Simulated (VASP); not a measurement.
# Hf (I4/mmm) in VASP: a series of runs

Runs on Hf. Level: r2SCAN. Tasks: single point.

Everything below comes from runs of VASP 6.6.1. Logs are shortened: lines on timing, memory, paths and dates and some standing lists are left out, and cuts for length are marked.

## (1) The cell of the first run

It takes space group I4/mmm (No. 139, tetragonal). The conventional cell has a = 3.140 Å, b = 3.140 Å, c = 4.829 Å, α = 90.00°, β = 90.00°, γ = 90.00°. Within 4.1 Å of Hf (site symmetry 4/mmm) lie 12 Hf at 3.14 to 3.28 Å.

## (2) Single point, r2SCAN (strain +0.0875 x Voigt [1, 0, 0, 0, 0, 0])

Contents of POSCAR:

```
Hf
1.0
    0.0000000000      2.2200000000      2.2200000000
    2.4142500000      0.0000000000      2.2200000000
    2.4142500000      2.2200000000      0.0000000000
Hf
1
Direct
    0.0000000000      0.0000000000      0.0000000000
```

Contents of INCAR.step1:

```
SYSTEM = Hf
  PREC = Accurate
  ENCUT = 520
  ISMEAR = 0
  SIGMA = 0.15
  LREAL = .FALSE.
  LASPH = .TRUE.
  NELM = 80
  NBANDS = 11
  GGA = PE
  ALGO = Normal
  EDIFF = 1E-4
  LWAVE = .TRUE.
  LCHARG = .FALSE.
```

Contents of INCAR.step2:

```
SYSTEM = Hf
  PREC = Accurate
  ENCUT = 520
  EDIFF = 1E-6
  ISMEAR = 0
  SIGMA = 0.15
  LREAL = .FALSE.
  LASPH = .TRUE.
  NELM = 80
  ALGO = Normal
  ISIF = 2
  LWAVE = .FALSE.
  LCHARG = .TRUE.
  METAGGA = R2SCAN
  LMIXTAU = .TRUE.
  LELF = .TRUE.
  LVHAR = .TRUE.
  NBANDS = 11
  ISTART = 1
```

Contents of KPOINTS:

```
Automatic mesh
0
G
  18 18 18
  0 0 0
```

Potentials or basis: VASP PAW PBE potentials, release 64 (Hf_pv).

On the command line:

```bash
$ cat potpaw_PBE.64/Hf_pv/POTCAR > POTCAR
$ cp INCAR.step1 INCAR
$ mpirun -np 1 vasp_std > vasp.out
$ cp INCAR.step2 INCAR
$ mpirun -np 1 vasp_std > vasp.out
```

OUTCAR:

```text
SYSTEM = Hf
   PREC = Accurate
   ENCUT = 520
   EDIFF = 1E-6
   ISMEAR = 0
   LREAL = .FALSE.
   LASPH = .TRUE.
   NELM = 80
   ISIF = 2
   METAGGA = R2SCAN
   ISTART = 1

 ion  position               nearest neighbor table
   1  0.000  0.000  0.000-

  LATTYP: Found a body centered tetragonal cell.
 ALAT       =     3.1395541085
 C/A-ratio  =     1.5379572491

  Lattice vectors:

 A1 = (   2.4142500000,   0.0000000000,   2.2200000000)
 A2 = (   2.4142500000,   0.0000000000,  -2.2200000000)
 A3 = (  -2.4142500000,   2.2200000000,   0.0000000000)

Analysis of symmetry for initial positions (statically):
=====================================================================
 Subroutine PRICEL returns:
 Original cell was already a primitive cell.

 Routine SETGRP: Setting up the symmetry group for a
 body centered tetragonal supercell.

 Subroutine GETGRP returns: Found 16 space group operations
 (whereof 16 operations were pure point group operations)
 out of a pool of 16 trial point group operations.

The static configuration has the point symmetry D_4h.

Analysis of symmetry for dynamics (positions and initial velocities):
=====================================================================
 Subroutine PRICEL returns:
 Original cell was already a primitive cell.

 Routine SETGRP: Setting up the symmetry group for a
 body centered tetragonal supercell.

 Subroutine GETGRP returns: Found 16 space group operations
 (whereof 16 operations were pure point group operations)
 out of a pool of 16 trial point group operations.

The dynamic configuration has the point symmetry D_4h.

 Subroutine INISYM returns: Found 16 space group operations
 (whereof 16 operations are pure point group operations),
 and found     1 'primitive' translations

----------------------------------------------------------------------------------------

                                     Primitive cell

  volume of cell :      23.7968

  direct lattice vectors                    reciprocal lattice vectors
     0.000000000  2.220000000  2.220000000    -0.207103655  0.225225225  0.225225225
     2.414250000  0.000000000  2.220000000     0.207103655 -0.225225225  0.225225225
     2.414250000  2.220000000  0.000000000     0.207103655  0.225225225 -0.225225225

  length of vectors
     3.139554108  3.279787045  3.279787045     0.379927267  0.379927267  0.379927267

  position of ions in fractional coordinates (direct lattice)
     0.000000000  0.000000000  0.000000000

  ion indices of the primitive-cell ions
   primitive index   ion index
                 1           1

----------------------------------------------------------------------------------------

 KPOINTS: Automatic mesh

Automatic generation of k-mesh.
 Grid dimensions read from file:
 generate k-points for:   18   18   18

 Generating k-lattice:

  Cartesian coordinates                     Fractional coordinates (reciprocal lattice)
    -0.011505759  0.012512513  0.012512513     0.055555556 -0.000000000 -0.000000000
     0.011505759 -0.012512513  0.012512513     0.000000000  0.055555556  0.000000000
     0.011505759  0.012512513 -0.012512513     0.000000000  0.000000000  0.055555556

  Length of vectors
     0.021107070  0.021107070  0.021107070

  Shift w.r.t. Gamma in fractional coordinates (k-lattice)
     0.000000000  0.000000000  0.000000000

 Subroutine IBZKPT returns following result:
 ===========================================

 Found    480 irreducible k-points:

 Following reciprocal coordinates:
            Coordinates               Weight
  0.000000  0.000000  0.000000      1.000000
  0.055556  0.000000  0.000000      8.000000
  0.111111  0.000000  0.000000      8.000000
  0.166667 -0.000000 -0.000000      8.000000
  0.222222  0.000000  0.000000      8.000000
  0.277778  0.000000  0.000000      8.000000
[... 16 lines left out ...]
 -0.277778  0.055556  0.000000     16.000000
 -0.222222  0.055556 -0.000000     16.000000
 [... further k-points ...]
   k-points           NKPTS =    480   k-points in BZ     NKDIM =    480   number of bands    NBANDS=     11
   number of dos      NEDOS =    301   number of ions     NIONS =      1
   total plane-waves  NPLWV =  13824
   dimension x,y,z NGX =    24 NGY =   24 NGZ =   24
   dimension x,y,z NGXF=    48 NGYF=   48 NGZF=   48
   ions per type =               1
   NGX,Y,Z   is equivalent  to a cutoff of  12.71, 12.17, 12.17 a.u.
   NGXF,Y,Z  is equivalent  to a cutoff of  25.42, 24.33, 24.33 a.u.
 SYSTEM =  Hf
   PREC   = accura    normal or accurate (medium, high low for compatibility)
   ISTART =      1    job   : 0-new  1-cont  2-samecut
   ICHARG =      0    charge: 1-file 2-atom 10-const
   ISPIN  =      1    spin polarized calculation?
   LNONCOLLINEAR =      F non collinear calculations
   LSORBIT =      F    spin-orbit coupling
   LASPH  =      T    aspherical Exc in radial PAW
   ENCUT  =  520.0 eV  38.22 Ry    6.18 a.u.   5.84  6.10  6.10*2*pi/ulx,y,z
   NELM   =     80;   NELMIN=  2; NELMDL=  0     # of ELM steps
   EDIFF  = 0.1E-05   stopping-criterion for ELM
   LREAL  =      F    real-space projection
   EDIFFG = 0.1E-04   stopping-criterion for IOM
   NSW    =      0    number of steps for IOM
   IBRION =     -1    ionic relax: 0-MD 1-quasi-New 2-CG
   NFREE  =      0    steps in history (QN), initial steepest desc. (CG)
   ISIF   =      2    stress and relaxation
   ISYM   =      2    0-nonsym 1-usesym 2-fastsym
   POTIM  = 0.5000    time-step for ionic-motion
   TEBEG  =    0.0;   TEEND  =   0.0 temperature during run
   PSTRESS=    0.0 pullay stress
   NELECT =      10.0000    total number of electrons
   NUPDOWN=      -1.0000    fix difference up-down
   EMIN   =  10.00;   EMAX   =-10.00  energy-range for DOS
   EFERMI =   0.00;   METHOD = LEGACY
   ISMEAR =     0;   SIGMA  =   0.15  broadening in eV -4-tet -1-fermi 0-gaus
   EFERMI_NEDOS =   21; number of points for ismear=-14 and -15
   IALGO  =     38    algorithm
   IMIX   =      4    mixing-type and parameters
     AMIX     =   0.40;   BMIX     =  1.00
     AMIX_MAG =   1.60;   BMIX_MAG =  1.00
  volume/ion in A,a.u.               =      23.80       160.59
  Fermi-wavevector in a.u.,A,eV,Ry     =   1.226221  2.317222 20.457966  1.503618
  Thomas-Fermi vector in A             =   2.361230
   LORBIT       =      0    0 simple, 1 ext, 2 COOP (PROOUT), +10 PAW based schemes
   METAGGA = R2SCAN    functional components
   LHFCALC =     F    Hartree Fock is set to
   AEXX    =    0.0000 exact exchange contribution
   IVDW    =     0    specifies the selected vdW correction
   LEPSILON=     F    determine dielectric tensor
   LRPA    =     F    only Hartree local field effects (RPA)
 non-spin polarized calculation
 Gauss-broadening in eV      SIGMA  =   0.15
  energy-cutoff  :      520.00
  volume of cell :       23.80
 maximum number of plane-waves:       652
   NGX = 11   NGY = 13   NGZ = 13

 number of electron      10.0000002 magnetization

 Free energy of the ion-electron system (eV)
  ---------------------------------------------------
  ext. energy  EPLUGINS =         0.00000000
  ---------------------------------------------------
  free energy    TOTEN  =       -45.02520662 eV

  energy without entropy =      -45.00789187  energy(sigma->0) =      -45.01654925

 E-fermi :   4.1665     XC(G=0): -11.8662

 val. band max:        4.1651294605   @ k =  -0.2778   0.2778   0.0000
 cond. band min:       4.1699766971   @ k =  -0.2778   0.0556   0.0000
 fundamental gap:      0.0048472366
 Fermi energy:         4.1664793773

 k-point     1 :       0.0000    0.0000    0.0000
  band No.  band energies     occupation
      1     -27.1811      2.00000
      2     -27.1798      2.00000
      3     -27.1798      2.00000
      4      -3.1471      2.00000
      5       5.1537      0.00000
      6       6.1199      0.00000
      7       6.1199      0.00000
      8       7.7656      0.00000
      9       9.1600      0.00000
     10      15.9318      0.00000
     11      15.9333      0.00000

 k-point     2 :       0.0556    0.0000    0.0000
  band No.  band energies     occupation
      1     -27.2022      2.00000
      2     -27.1846      2.00000
      3     -27.1814      2.00000
      4      -3.0422      2.00000
      5       5.1641      0.00000
      6       6.0375      0.00000
      7       6.1717      0.00000
      8       7.7337      0.00000
      9       9.0845      0.00000
     10      15.9318      0.00000
     11      16.1724      0.00000

 k-point     3 :       0.1111    0.0000    0.0000
  band No.  band energies     occupation
      1     -27.2651      2.00000
      2     -27.1956      2.00000
      3     -27.1859      2.00000
      4      -2.7351      2.00000
      5       5.1252      0.00000
      6       5.8743      0.00000
      7       6.3132      0.00000
      8       7.6848      0.00000
      9       8.8947      0.00000
     10      15.9317      0.00000
     11      16.7975      0.00000

 k-point     4 :       0.1667   -0.0000   -0.0000
  band No.  band energies     occupation
      1     -27.3602      2.00000
      2     -27.2124      2.00000
      3     -27.1928      2.00000
      4      -2.2493      2.00000
      5       4.8995      0.00000
      6       5.7831      0.00000
      7       6.4944      0.00000
      8       7.7387      0.00000
      9       8.6920      0.00000
     10      15.9315      0.00000
     11      17.1273      0.00000
[... 239 lines left out ...]
 k-point    22 :      -0.3333    0.0556    0.0000
  band No.  band energies     occupation
      1     -27.7255      2.00000
      2     -27.2868      2.00000
      3     -27.2364      2.00000
      4      -0.0102      2.00000
      5       4.0669      1.65205
      6       5.3560      0.00000
      7       6.2947      0.00000
      8       9.0334      0.00000
      9       9.8062      0.00000
     10      14.7275      0.00000
     11      15.9323      0.00000

 k-point    23 :      -0.2778    0.0556    0.0000
  band No.  band energies     occupation
      1     -27.6217      2.00000
      2     -27.2689      2.00000
      3     -27.2270      2.00000
      4      -0.6440      2.00000
      5       4.1700      0.97370
      6       5.5234      0.00000
      7       6.4666      0.00000
      8       8.3778      0.00000
      9       9.3299      0.00000
     10      15.5071      0.00000
     11      15.9334      0.00000

 k-point    24 :      -0.2222    0.0556   -0.0000
  band No.  band energies     occupation
      1     -27.5059      2.00000
      2     -27.2492      2.00000
      3     -27.2157      2.00000
      4      -1.3382      2.00000
      5       4.4095      0.02193
      6       5.7169      0.00000
      7       6.5610      0.00000
      8       7.8635      0.00000
      9       8.9685      0.00000
     10      15.9304      0.00000
     11      16.3437      0.00000

 [... further k-points ...]
[... 5 lines left out ...]
  --------------------------------------------------------------------------------------
  -------------------------------------------------------------------------------------
  Total       -1.3652506     -0.6755784     -0.6755784     -0.0000000      0.0000000     -0.0000000
  in kB      -91.9188876    -45.4849944    -45.4849944     -0.0000000      0.0000000     -0.0000000
  external PRESSURE =     -60.9629588 kB  Pullay stress =       0.0000000 kB

 VOLUME and BASIS-vectors are now :
 -----------------------------------------------------------------------------
  energy-cutoff  :      520.00
  volume of cell :       23.80
      direct lattice vectors                 reciprocal lattice vectors
     0.000000000  2.220000000  2.220000000    -0.207103655  0.225225225  0.225225225
     2.414250000  0.000000000  2.220000000     0.207103655 -0.225225225  0.225225225
     2.414250000  2.220000000  0.000000000     0.207103655  0.225225225 -0.225225225

 POSITION                                       TOTAL-FORCE (eV/Angst)
 -----------------------------------------------------------------------------------
      0.00000      0.00000      0.00000         0.000000      0.000000      0.000000
 -----------------------------------------------------------------------------------
    total drift:                                0.000000     -0.000000     -0.000000

  FREE ENERGIE OF THE ION-ELECTRON SYSTEM (eV)
  ---------------------------------------------------
  free  energy   TOTEN  =       -45.0252066167 eV

  energy  without entropy=      -45.0078918744  energy(sigma->0) =      -45.01654925
```

Run time: 2.7 min. Hardware: 1 thread of Intel Xeon 6975P-C, shared host; peak memory 0.24 GiB.

Results:

| Quantity | Value |
| --- | --- |
| Free energy | -45.0252 eV |
| Pressure | -6.1 GPa |
| Band gap on the k mesh | zero (band 5 reaches 5.41 eV, above the bottom of band 6 at 3.57 eV) |

Levels at points of the mesh, in eV from the Fermi level:
| k point | band 2 | band 3 | band 4 | band 5 | band 6 | band 7 | band 8 | band 9 |
| --- | --- | --- | --- | --- | --- | --- | --- | --- |
| (0.00, 0.00, 0.00) | -31.35 | -31.35 | -7.31 | 0.99 | 1.95 | 1.95 | 3.60 | 4.99 |
| (0.50, 0.00, 0.00) | -31.47 | -31.40 | -3.52 | 0.22 | 0.93 | 1.94 | 6.01 | 6.48 |
| (0.50, 0.50, 0.00) | -31.69 | -31.55 | -2.98 | -1.95 | 2.63 | 6.13 | 6.23 | 7.29 |
| (0.00, 0.50, 0.50) | -31.53 | -31.53 | -3.20 | -1.78 | 1.28 | 6.43 | 6.76 | 6.76 |

Caveat: the cell differs from its parent crystal (strain +0.0875 x Voigt [1, 0, 0, 0, 0, 0]); the PAW data sets were made with another functional, which shifts forces and pressure a little; spin-orbit coupling is left out, which moves the levels of the heavy elements.

## (3) Single point, r2SCAN (strain +0.1000 x Voigt [1, 0, 0, 0, 0, 0])

Contents of POSCAR:

```
Hf
1.0
    0.0000000000      2.2200000000      2.2200000000
    2.4420000000      0.0000000000      2.2200000000
    2.4420000000      2.2200000000      0.0000000000
Hf
1
Direct
    0.0000000000      0.0000000000      0.0000000000
```

Contents of INCAR.step1:

```
ALGO     = Normal         # electronic algorithm
EDIFF    = 1E-4           # SCF threshold, eV
ENCUT    = 520            # plane-wave cutoff, eV
GGA      = PE             # functional
ISMEAR   = 0              # smearing method
LASPH    = T              # aspherical terms in the spheres
LCHARG   = F              # write CHGCAR
LREAL    = F              # projectors in reciprocal space
LWAVE    = T              # write WAVECAR
NBANDS   = 11             # bands
NELM     = 60             # most SCF steps
PREC     = Accurate       # precision mode
SIGMA    = 0.15           # smearing width, eV
```

Contents of INCAR.step2:

```
ALGO     = Normal         # electronic algorithm
EDIFF    = 1E-6           # SCF threshold, eV
ENCUT    = 520            # plane-wave cutoff, eV
ISIF     = 2              # what is computed and relaxed
ISMEAR   = 0              # smearing method
ISTART   = 1            
LASPH    = T              # aspherical terms in the spheres
LCHARG   = T              # write CHGCAR
LELF     = T              # ELF
LMIXTAU  = T            
LREAL    = F              # projectors in reciprocal space
LVHAR    = T            
LWAVE    = F              # write WAVECAR
METAGGA  = R2SCAN         # meta-GGA
NBANDS   = 11             # bands
NELM     = 60             # most SCF steps
PREC     = Accurate       # precision mode
SIGMA    = 0.15           # smearing width, eV
```

Contents of KPOINTS:

```
k-points
0
Gamma
  18 18 18
```

Potentials or basis: VASP PAW PBE potentials, release 64 (Hf_pv).

On the command line:

```bash
$ cat potpaw_PBE.64/Hf_pv/POTCAR > POTCAR
$ cp INCAR.step1 INCAR
$ mpirun -np 1 vasp_std > vasp.out
$ cp INCAR.step2 INCAR
$ mpirun -np 1 vasp_std > vasp.out
```

Wall time 4.9 min (1 thread of Intel Xeon 6975P-C, shared host); peak memory 0.26 GiB.

Results (log left out):

* Free energy: -45.0083 eV
* Pressure: -7.1 GPa
* Band gap on the k mesh: zero (band 5 reaches 5.38 eV, above the bottom of band 6 at 3.44 eV)

Stress tensor (GPa, compression positive):
```
-10.59   0.00   0.00
  0.00  -5.33   0.00
  0.00   0.00  -5.33
```

Levels at points of the mesh, in eV from the Fermi level:
```
           k point  band 1  band 2  band 3  band 4  band 5  band 6  band 7  band 8  band 9  band 10
(0.00, 0.00, 0.00)  -31.39  -31.39  -31.39   -7.27    0.91    2.00    2.00    3.45    5.02    11.72
(0.50, 0.00, 0.00)  -32.06  -31.51  -31.43   -3.48    0.20    0.87    2.01    5.91    6.41     9.21
(0.50, 0.50, 0.00)  -32.03  -31.74  -31.58   -2.92   -1.90    2.64    6.00    6.07    7.27     8.98
(0.00, 0.50, 0.50)  -31.97  -31.56  -31.56   -3.17   -1.73    1.14    6.37    6.67    6.67     9.79
```

Caveat: the cell differs from its parent crystal (strain +0.1000 x Voigt [1, 0, 0, 0, 0, 0]); the PAW data sets were made with another functional, which shifts forces and pressure a little; spin-orbit coupling is left out, which moves the levels of the heavy elements.
